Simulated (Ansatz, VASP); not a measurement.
## Two plane-wave programs on S

```
CELL_PARAMETERS angstrom
3.69965 0.00000 0.00000
-1.84982 3.20399 0.00000
0.00000 0.00000 10.07627
ATOMIC_POSITIONS crystal
S 0.00000 0.00000 0.25000
S 0.00000 0.00000 0.75000
S 0.33333 0.66667 0.75000
S 0.66667 0.33333 0.25000
```

Alike in both runs: task relaxation of cell and atoms; functional r2SCAN; k mesh 6 × 6 × 2; occupations gaussian, width 0.1 eV; no spin polarisation.

|  | VASP | Ansatz |
| --- | --- | --- |
| version | VASP 6.6.1 | Ansatz 0.2.0 |
| potentials or method | VASP PAW PBE potentials, release 64 (S), cutoff 600 eV | scalar-relativistic, plane waves, PAW |
| valence electrons in the cell | 24 | 24 |

Ansatz gave:

```
gap on the k mesh at the Fermi level, each at its own relaxed structure (eV)  : none
relaxed volume (Å³/atom)                                                      : 22.52
relaxed length of the cell vector where the two differ most in proportion (Å) : 6.432
```

What did VASP give for the same quantities?

gap on the k mesh at the Fermi level, each at its own relaxed structure (eV): none; relaxed volume (Å³/atom): 18.90; relaxed length of the cell vector where the two differ most in proportion (Å): 5.206.

VASP's potentials were made for PBE, not for r2SCAN. A gap of «none» marks a metal or a gap that the smearing closes. One of these differences is far larger than is usual between the two programs; its cause wasn't traced.

Noted on VASP's run: the volume moved by over 15 % at a fixed basis, so the end points are rough; too few bands were computed for a metal, which touches its energy and stress.
